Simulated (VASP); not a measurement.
Set up this calculation in VASP 6.6.1, as the native input.

* Task: single point
* Functional: PBEsol
* Potentials or basis: VASP PAW PBE potentials, release 64 (B, N)
* Cutoff: 520 eV
* k mesh: 4 × 2 × 2
* Occupations: fermi-dirac, width 0.02 eV
* Spin: no spin polarisation
* Dipole correction: no
* Further INCAR settings: LREAL = Auto; ALGO = Normal; EDIFF = 1e-07; NBANDS = 66

The structure of BN lies in POSCAR:

```
BN
1.0
    5.0011652085      0.0000000000      0.0000000000
   -3.7508739063      6.4967041786      0.0000000000
    0.0000000000      0.0000000000      6.5236361402
B N
12 12
Direct
    0.1569984964      0.2171993616      0.2489686679
    0.3381405244      0.1151663951      0.7428761960
    0.1577599929      0.5515119515      0.2608349030
    0.3440808160      0.4430106283      0.7528841116
    0.1668548918      0.8874288934      0.2349940995
    0.3322203594      0.7745890626      0.7450072162
    0.6639772196      0.2228973277      0.2596720546
    0.8380885387      0.1102882293      0.7513598083
    0.6585350991      0.5568749785      0.2600646271
    0.8442441621      0.4432136543      0.7417889189
    0.6636562756      0.8849579482      0.2454499248
    0.8379839939      0.7809887692      0.7477726984
    0.1765278397      0.2243263599      0.7564125120
    0.3301209851      0.1097884374      0.2491464829
    0.1774719406      0.5536097845      0.7474779242
    0.3225481680      0.4404250096      0.2613041199
    0.1720239638      0.8925558007      0.7316459559
    0.3307765828      0.7788892431      0.2527798860
    0.6687914478      0.2239714107      0.7435512796
    0.8263986520      0.1068594138      0.2459605296
    0.6819500715      0.5585348971      0.7456125534
    0.8215545292      0.4405021256      0.2772521277
    0.6694818611      0.8919093190      0.7562955527
    0.8256647975      0.7779573859      0.2400474162
```

One way to write it, as run:

INCAR

```
PREC = Accurate
ENCUT = 520
EDIFF = 1E-7
ISMEAR = -1
SIGMA = 0.02
LREAL = Auto
LASPH = T
NELM = 100
ALGO = Normal
ISIF = 2
LWAVE = F
LCHARG = T
GGA = PS
LELF = T
LVHAR = T
NBANDS = 66
```

KPOINTS

```
Automatic mesh
0
Gamma
  4 2 2
```

Potentials or basis: VASP PAW PBE potentials, release 64 (B, N).

The run is started by

```bash
$ cat potpaw_PBE.64/B/POTCAR potpaw_PBE.64/N/POTCAR > POTCAR
$ mpirun -np 1 vasp_std > vasp.out
```

Results of the run:

```yaml
Pressure: 1.7 GPa
Largest_force: 2.110 eV/Å
Band_gap_on_the_k_mesh: 4.02 eV
```

Caveat: the k points lie up to 0.48 Å⁻¹ apart; the PAW data sets were made with another functional, which shifts forces and pressure a little.

It took 4.5 min on 1 thread of AMD EPYC 7R43 64-Core Processor (Zen 3), with other jobs on the host, peak memory 0.33 GiB.
